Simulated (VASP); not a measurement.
# Si2Ni (fluorite type) (Fm-3m) in VASP: further runs

The runs below take Si2Ni (fluorite type) through density of states, with LDA.

All numbers are computed with VASP 6.6.1; they aren't measurements. Logs are shortened: lines on timing, memory, paths and dates and some standing lists are left out, and cuts for length are marked.

### 1 The cell of the first run

It takes space group Fm-3m (No. 225, cubic). The conventional cell has a = 4.562 Å, b = 4.562 Å, c = 4.562 Å, α = 90.00°, β = 90.00°, γ = 90.00°. Within 2.6 Å of Ni (site symmetry m-3m) lie 8 Si at 1.98 Å. Within 2.6 Å of Si (site symmetry -43m) lie 4 Ni at 1.98 Å and 6 Si at 2.28 Å.

### 2 Density of states, LDA (volume scaled by 0.62)

The input, POSCAR:

```
Si2Ni
1.0
    0.0000000000      2.2810967818      2.2810967818
    2.2810967818      0.0000000000      2.2810967818
    2.2810967818      2.2810967818      0.0000000000
Ni Si
1 2
Direct
    0.0000000000      0.0000000000      0.0000000000
    0.2500000000      0.2500000000      0.2500000000
    0.7500000000      0.7500000000      0.7500000000
```

The input, INCAR.step1:

```
SYSTEM = Si2Ni
PREC     = Accurate       ! precision mode
ENCUT    = 520            ! plane-wave cutoff, eV
EDIFF    = 1E-7           ! SCF threshold, eV
ISMEAR   = -1             ! smearing method
SIGMA    = 0.05           ! smearing width, eV
LREAL    = .FALSE.        ! projectors in reciprocal space
LASPH    = .TRUE.         ! aspherical terms in the spheres
NELM     = 80             ! most SCF steps
ALGO     = Normal         ! electronic algorithm
ISIF     = 2              ! what is computed and relaxed
LWAVE    = .FALSE.        ! write WAVECAR
LCHARG   = .TRUE.         ! write CHGCAR
LMAXMIX  = 4              ! l up to which the mixer works
NBANDS   = 16             ! bands
```

The input, KPOINTS.step1:

```
regular mesh
0
G
  11 11 11
  0 0 0
```

The input, INCAR.step2:

```
SYSTEM = Si2Ni
PREC     = Accurate       ! precision mode
ENCUT    = 520            ! plane-wave cutoff, eV
EDIFF    = 1E-7           ! SCF threshold, eV
ISMEAR   = -5             ! smearing method
SIGMA    = 0.05           ! smearing width, eV
LREAL    = .FALSE.        ! projectors in reciprocal space
LASPH    = .TRUE.         ! aspherical terms in the spheres
NELM     = 80             ! most SCF steps
ALGO     = Normal         ! electronic algorithm
ISIF     = 2              ! what is computed and relaxed
LWAVE    = .FALSE.        ! write WAVECAR
LCHARG   = .FALSE.        ! write CHGCAR
LMAXMIX  = 4              ! l up to which the mixer works
LORBIT   = 10             ! projections on sites
NEDOS    = 1001           ! points of the DOS
ICHARG   = 11             ! starting density
```

The input, KPOINTS.step2:

```
regular mesh
0
G
  17 17 17
  0 0 0
```

Potentials or basis: VASP PAW LDA potentials, release 64 (Ni, Si).

Started as:

```sh
> cat potpaw_LDA.64/Ni/POTCAR potpaw_LDA.64/Si/POTCAR > POTCAR
> cp INCAR.step1 INCAR
> cp KPOINTS.step1 KPOINTS
> mpirun -np 1 vasp_std > vasp.out
> cp INCAR.step2 INCAR
> cp KPOINTS.step2 KPOINTS
> mpirun -np 1 vasp_std > vasp.out
```

OUTCAR:

```text
SYSTEM = Si2Ni
   PREC = Accurate
   ENCUT = 520
   EDIFF = 1E-7
   ISMEAR = -5
   LREAL = .FALSE.
   LASPH = .TRUE.
   NELM = 80
   ISIF = 2
   LORBIT = 10
   ICHARG = 11

 ion  position               nearest neighbor table
   1  0.000  0.000  0.000-   3 1.98   3 1.98   3 1.98   2 1.98   2 1.98   2 1.98   3 1.98   2 1.98

   2  0.250  0.250  0.250-   1 1.98   1 1.98   1 1.98   1 1.98   3 2.28   3 2.28   3 2.28   3 2.28
                             3 2.28   3 2.28
   3  0.750  0.750  0.750-   1 1.98   1 1.98   1 1.98   1 1.98   2 2.28   2 2.28   2 2.28   2 2.28
                             2 2.28   2 2.28

  LATTYP: Found a face centered cubic cell.
 ALAT       =     4.5621935636

  Lattice vectors:

 A1 = (   0.0000000000,   2.2810967818,   2.2810967818)
 A2 = (   2.2810967818,   0.0000000000,   2.2810967818)
 A3 = (   2.2810967818,   2.2810967818,   0.0000000000)

Analysis of symmetry for initial positions (statically):
=====================================================================
 Subroutine PRICEL returns:
 Original cell was already a primitive cell.

 Routine SETGRP: Setting up the symmetry group for a
 face centered cubic supercell.

 Subroutine GETGRP returns: Found 48 space group operations
 (whereof 48 operations were pure point group operations)
 out of a pool of 48 trial point group operations.

The static configuration has the point symmetry O_h .

Analysis of symmetry for dynamics (positions and initial velocities):
=====================================================================
 Subroutine PRICEL returns:
 Original cell was already a primitive cell.

 Routine SETGRP: Setting up the symmetry group for a
 face centered cubic supercell.

 Subroutine GETGRP returns: Found 48 space group operations
 (whereof 48 operations were pure point group operations)
 out of a pool of 48 trial point group operations.

The dynamic configuration has the point symmetry O_h .

 Subroutine INISYM returns: Found 48 space group operations
 (whereof 48 operations are pure point group operations),
 and found     1 'primitive' translations

----------------------------------------------------------------------------------------

                                     Primitive cell

  volume of cell :      23.7389

  direct lattice vectors                    reciprocal lattice vectors
     0.000000000  2.281096782  2.281096782    -0.219192804  0.219192804  0.219192804
     2.281096782  0.000000000  2.281096782     0.219192804 -0.219192804  0.219192804
     2.281096782  2.281096782  0.000000000     0.219192804  0.219192804 -0.219192804

  length of vectors
     3.225958006  3.225958006  3.225958006     0.379653073  0.379653073  0.379653073

  position of ions in fractional coordinates (direct lattice)
     0.000000000  0.000000000  0.000000000
     0.250000000  0.250000000  0.250000000
     0.750000000  0.750000000  0.750000000

  ion indices of the primitive-cell ions
   primitive index   ion index
                 1           1
                 2           2
                 3           3

----------------------------------------------------------------------------------------

 KPOINTS: regular mesh

Automatic generation of k-mesh.
 Grid dimensions read from file:
 generate k-points for:   17   17   17

 Generating k-lattice:

  Cartesian coordinates                     Fractional coordinates (reciprocal lattice)
    -0.012893694  0.012893694  0.012893694     0.058823529  0.000000000  0.000000000
     0.012893694 -0.012893694  0.012893694     0.000000000  0.058823529  0.000000000
     0.012893694  0.012893694 -0.012893694     0.000000000  0.000000000  0.058823529

  Length of vectors
     0.022332534  0.022332534  0.022332534

  Shift w.r.t. Gamma in fractional coordinates (k-lattice)
     0.000000000  0.000000000  0.000000000

 TETIRR: Found    693 inequivalent tetrahedra from    29478

 Subroutine IBZKPT returns following result:
 ===========================================

 Found    165 irreducible k-points:

 Following reciprocal coordinates:
            Coordinates               Weight
  0.000000  0.000000  0.000000      1.000000
  0.058824  0.000000  0.000000      8.000000
  0.117647  0.000000  0.000000      8.000000
  0.176471  0.000000  0.000000      8.000000
  0.235294  0.000000  0.000000      8.000000
  0.294118  0.000000  0.000000      8.000000
[... 16 lines left out ...]
 -0.176471  0.058824  0.000000     24.000000
 -0.117647  0.058824  0.000000     24.000000
 [... further k-points ...]
   k-points           NKPTS =    165   k-points in BZ     NKDIM =    165   number of bands    NBANDS=     13
   number of dos      NEDOS =   1001   number of ions     NIONS =      3
   total plane-waves  NPLWV =  13824
   dimension x,y,z NGX =    24 NGY =   24 NGZ =   24
   dimension x,y,z NGXF=    48 NGYF=   48 NGZF=   48
   ions per type =               1   2
   NGX,Y,Z   is equivalent  to a cutoff of  12.37, 12.37, 12.37 a.u.
   NGXF,Y,Z  is equivalent  to a cutoff of  24.74, 24.74, 24.74 a.u.
 SYSTEM =  Si2Ni
   PREC   = accura    normal or accurate (medium, high low for compatibility)
   ISTART =      0    job   : 0-new  1-cont  2-samecut
   ICHARG =     11    charge: 1-file 2-atom 10-const
   ISPIN  =      1    spin polarized calculation?
   LNONCOLLINEAR =      F non collinear calculations
   LSORBIT =      F    spin-orbit coupling
   LASPH  =      T    aspherical Exc in radial PAW
   ENCUT  =  520.0 eV  38.22 Ry    6.18 a.u.   6.00  6.00  6.00*2*pi/ulx,y,z
   NELM   =     80;   NELMIN=  2; NELMDL=  0     # of ELM steps
   EDIFF  = 0.1E-06   stopping-criterion for ELM
   LREAL  =      F    real-space projection
   EDIFFG = 0.1E-05   stopping-criterion for IOM
   NSW    =      0    number of steps for IOM
   IBRION =     -1    ionic relax: 0-MD 1-quasi-New 2-CG
   NFREE  =      0    steps in history (QN), initial steepest desc. (CG)
   ISIF   =      2    stress and relaxation
   ISYM   =      2    0-nonsym 1-usesym 2-fastsym
   POTIM  = 0.5000    time-step for ionic-motion
   TEBEG  =    0.0;   TEEND  =   0.0 temperature during run
   PSTRESS=    0.0 pullay stress
   NELECT =      18.0000    total number of electrons
   NUPDOWN=      -1.0000    fix difference up-down
   EMIN   =  10.00;   EMAX   =-10.00  energy-range for DOS
   EFERMI =   0.00;   METHOD = LEGACY
   ISMEAR =    -5;   SIGMA  =   0.05  broadening in eV -4-tet -1-fermi 0-gaus
   EFERMI_NEDOS =   21; number of points for ismear=-14 and -15
   IALGO  =     38    algorithm
   IMIX   =      4    mixing-type and parameters
     AMIX     =   0.40;   BMIX     =  1.00
     AMIX_MAG =   1.60;   BMIX_MAG =  1.00
  volume/ion in A,a.u.               =       7.91        53.40
  Fermi-wavevector in a.u.,A,eV,Ry     =   1.492836  2.821050 30.321370  2.228558
  Thomas-Fermi vector in A             =   2.605313
   LORBIT       =     10    0 simple, 1 ext, 2 COOP (PROOUT), +10 PAW based schemes
   GGA     = CA    functional components
   LHFCALC =     F    Hartree Fock is set to
   AEXX    =    0.0000 exact exchange contribution
   IVDW    =     0    specifies the selected vdW correction
   LEPSILON=     F    determine dielectric tensor
   LRPA    =     F    only Hartree local field effects (RPA)
 non-spin polarized calculation
 Fermi weights with tetrahedron method with Bloechl corrections
  energy-cutoff  :      520.00
  volume of cell :       23.74
 maximum number of plane-waves:       652

 number of electron      17.9999991 magnetization

 Free energy of the ion-electron system (eV)
  ---------------------------------------------------
  ext. energy  EPLUGINS =         0.00000000
  ---------------------------------------------------
  free energy    TOTEN  =       -12.93003213 eV

  energy without entropy =      -12.93003213  energy(sigma->0) =      -12.93003213

 E-fermi :  20.2704     XC(G=0): -14.2651

 val. band max:       20.2853960931   @ k =   0.2353   0.1176   0.0588
 cond. band min:      20.1155333094   @ k =   0.1176   0.0000   0.0000
 fundamental gap:     -0.1698627837
 Fermi energy:        20.2704150628

 k-point     1 :       0.0000    0.0000    0.0000
  band No.  band energies     occupation
      1       0.3746      2.00000
      2      10.3028      2.00000
      3      10.3028      2.00000
      4      10.3028      2.00000
      5      12.4109      2.00000
      6      12.4109      2.00000
      7      20.7491      0.70492
      8      20.7491     -0.16144
      9      20.7491      0.00000
     10      22.5598      0.00000
     11      22.5598      0.00000
     12      22.5598      0.00000
     13      24.9145      0.00000

 k-point     2 :       0.0588    0.0000    0.0000
  band No.  band energies     occupation
      1       0.4493      2.00000
      2      10.2441      2.00000
      3      10.3275      2.00000
      4      10.3275      2.00000
      5      12.3947      2.00000
      6      12.3947      2.00000
      7      19.8025      2.01645
      8      20.5497      0.93934
      9      20.5497      0.00316
     10      22.8403      0.00000
     11      22.8403      0.00000
     12      23.0960      0.00000
     13      25.2928      0.00000

 k-point     3 :       0.1176    0.0000    0.0000
  band No.  band energies     occupation
      1       0.6724      2.00000
      2      10.0652      2.00000
      3      10.3963      2.00000
      4      10.3963      2.00000
      5      12.3556      2.00000
      6      12.3556      2.00000
      7      18.2660      2.00000
      8      20.1155      1.96689
      9      20.1155      0.77097
     10      23.4427      0.00000
     11      23.5047      0.00000
     12      23.5047      0.00000
     13      24.4184      0.00000
[... 305 lines left out ...]
 k-point    23 :      -0.1765    0.0588    0.0000
  band No.  band energies     occupation
      1       1.2605      2.00000
      2       9.6164      2.00000
      3      10.4607      2.00000
      4      10.5936      2.00000
      5      12.1578      2.00000
      6      12.4507      2.00000
      7      16.2698      2.00000
      8      18.3500      2.00000
      9      20.1620      1.72010
     10      22.7582      0.00000
     11      23.0888      0.00000
     12      23.9152      0.00000
     13      24.1191      0.00000

 k-point    24 :      -0.1176    0.0588    0.0000
  band No.  band energies     occupation
      1       0.8451      2.00000
      2       9.9565      2.00000
      3      10.3927      2.00000
      4      10.4751      2.00000
      5      12.2276      2.00000
      6      12.4302      2.00000
      7      17.7261      2.00000
      8      18.8489      2.00000
      9      20.7563     -0.17781
     10      22.9172      0.00000
     11      23.5337      0.00000
     12      23.6253      0.00000
     13      24.0996      0.00000

 [... further k-points ...]
[... 5 lines left out ...]
  --------------------------------------------------------------------------------------
  -------------------------------------------------------------------------------------
  Total       34.5152235     34.5152235     34.5152235     -0.0000000      0.0000000      0.0000000
  in kB     2329.4861954   2329.4861954   2329.4861954     -0.0000000      0.0000000      0.0000000
  external PRESSURE =    2329.4861954 kB  Pullay stress =       0.0000000 kB

 VOLUME and BASIS-vectors are now :
 -----------------------------------------------------------------------------
  energy-cutoff  :      520.00
  volume of cell :       23.74
      direct lattice vectors                 reciprocal lattice vectors
     0.000000000  2.281096782  2.281096782    -0.219192804  0.219192804  0.219192804
     2.281096782  0.000000000  2.281096782     0.219192804 -0.219192804  0.219192804
     2.281096782  2.281096782  0.000000000     0.219192804  0.219192804 -0.219192804

 POSITION                                       TOTAL-FORCE (eV/Angst)
 -----------------------------------------------------------------------------------
      0.00000      0.00000      0.00000        -0.000000     -0.000000     -0.000000
      1.14055      1.14055      1.14055        -0.000000      0.000000      0.000000
      3.42165      3.42165      3.42165         0.000000      0.000000     -0.000000
 -----------------------------------------------------------------------------------
    total drift:                               -0.000000      0.000000      0.000000

  FREE ENERGIE OF THE ION-ELECTRON SYSTEM (eV)
  ---------------------------------------------------
  free  energy   TOTEN  =       -12.9300321321 eV

  energy  without entropy=      -12.9300321321  energy(sigma->0) =      -12.93003213

 total charge

# of ion       s       p       d       tot
------------------------------------------
    1        0.921   1.803   8.975  11.699
    2        0.765   1.317   0.000   2.082
    3        0.765   1.317   0.000   2.082
--------------------------------------------------
tot          2.451   4.438   8.975  15.864
```

It took 46 s on 1 thread of AMD EPYC 9R45 (Zen 5), shared host; peak memory 0.13 GiB.

What came out:

* Valence electrons inside the program's atomic spheres: Ni 11.70; Si 2.08

Levels at points of the mesh, in eV from the Fermi level:
```
           k point  band 5  band 6  band 7  band 8  band 9  band 10  band 11  band 12  band 13
(0.00, 0.00, 0.00)   -7.86   -7.86    0.48    0.48    0.48     2.29     2.29     2.29     4.64
```

Caveat: the cell differs from its parent crystal (volume scaled by 0.62); tetrahedron occupations give inexact forces and stress in metals. Spin polarisation is off, so any magnetic state and its effect on volume and gap are missing.

### 3 Density of states, LDA

This run uses another cell than the first one, of 12.76 Å³/atom, 1.613 times its volume.

The input, POSCAR:

```
Si2Ni
1.0
    0.0000000000      2.6751397953      2.6751397953
    2.6751397953      0.0000000000      2.6751397953
    2.6751397953      2.6751397953      0.0000000000
Ni Si
1 2
Direct
    0.0000000000      0.0000000000      0.0000000000
    0.2500000000      0.2500000000      0.2500000000
    0.7500000000      0.7500000000      0.7500000000
```

The input, INCAR.step1:

```
ALGO = Normal
EDIFF = 1E-6
ENCUT = 520
GGA = CA
ISIF = 2
ISMEAR = -1
LASPH = T
LCHARG = T
LMAXMIX = 4
LREAL = F
LWAVE = F
NBANDS = 16
NELM = 60
PREC = Accurate
SIGMA = 0.05
```

The input, KPOINTS.step1:

```
k-points
0
Gamma
  11 11 11
```

The input, INCAR.step2:

```
ALGO = Normal
EDIFF = 1E-6
ENCUT = 520
GGA = CA
ICHARG = 11
ISIF = 2
ISMEAR = -5
LASPH = T
LCHARG = F
LMAXMIX = 4
LORBIT = 10
LREAL = F
LWAVE = F
NEDOS = 1001
NELM = 60
PREC = Accurate
SIGMA = 0.05
```

The input, KPOINTS.step2:

```
k-points
0
Gamma
  17 17 17
```

Potentials or basis: VASP PAW LDA potentials, release 64 (Ni, Si).

Started as:

```sh
> cat potpaw_LDA.64/Ni/POTCAR potpaw_LDA.64/Si/POTCAR > POTCAR
> cp INCAR.step1 INCAR
> cp KPOINTS.step1 KPOINTS
> mpirun -np 1 vasp_std > vasp.out
> cp INCAR.step2 INCAR
> cp KPOINTS.step2 KPOINTS
> mpirun -np 1 vasp_std > vasp.out
```

It took 71 s on 1 thread of AMD EPYC 9R45 (Zen 5), shared host; peak memory 0.16 GiB.

The run converged. Its results:

```yaml
Valence_electrons_inside_the_program's_atomic_spheres: Ni 9.91; Si 1.62
```

Levels at points of the mesh, in eV from the Fermi level:
| k point | band 5 | band 6 | band 7 | band 8 | band 9 | band 10 | band 11 | band 12 | band 13 |
| --- | --- | --- | --- | --- | --- | --- | --- | --- | --- |
| (0.00, 0.00, 0.00) | -3.73 | -3.73 | -0.15 | 1.73 | 1.73 | 1.73 | 2.22 | 2.22 | 2.22 |

Caveat: tetrahedron occupations give inexact forces and stress in metals. Spin polarisation is off, so any magnetic state and its effect on volume and gap are missing.
